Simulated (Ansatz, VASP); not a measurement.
Ti: VASP beside Ansatz

```
Ti
1.0
     3.00786    0.00000    0.00000
    -1.50393    2.60488    0.00000
     0.00000    0.00000    4.77179
Ti
2
Direct
  0.66667 0.33333 0.75000
  0.33333 0.66667 0.25000
```

Change from the starting cell: volume scaled by 1.06.

Alike in both runs: task single point; functional b88 exchange, pbe correlation; k mesh 8 × 8 × 4; non-collinear spin.

```csv
,VASP,Ansatz
version,VASP 6.6.1,Ansatz 0.2.0
potentials or method,"VASP PAW PBE potentials, release 64 (Ti_sv), cutoff 500 eV","all-electron LAPW, scalar-relativistic"
occupations,"methfessel-paxton of order 1, width 0.05 eV","cold, width 0.05 eV"
```

|  | VASP | Ansatz | Ansatz less VASP |
| --- | --- | --- | --- |
| gap on the k mesh at the Fermi level (eV) | none | none | - |
| pressure (GPa) | -7.6 | -7.5 | +0.18 |
| traceless stress, the component that is largest in VASP (GPa) | -0.30 | -0.28 | +0.011 |
| net moment per atom (μB) | 0.00 | 0.00 | 0.000 |

VASP's potentials were made for PBE, not for b88 exchange, pbe correlation. A gap of «none» marks a metal or a gap that the smearing closes. Ansatz ran all-electron here, and VASP with PAW potentials.

Noted on Ansatz's run: the program listed the state as in doubt; the k mesh is thin for a metal, which can move the energy by tens of meV per atom.
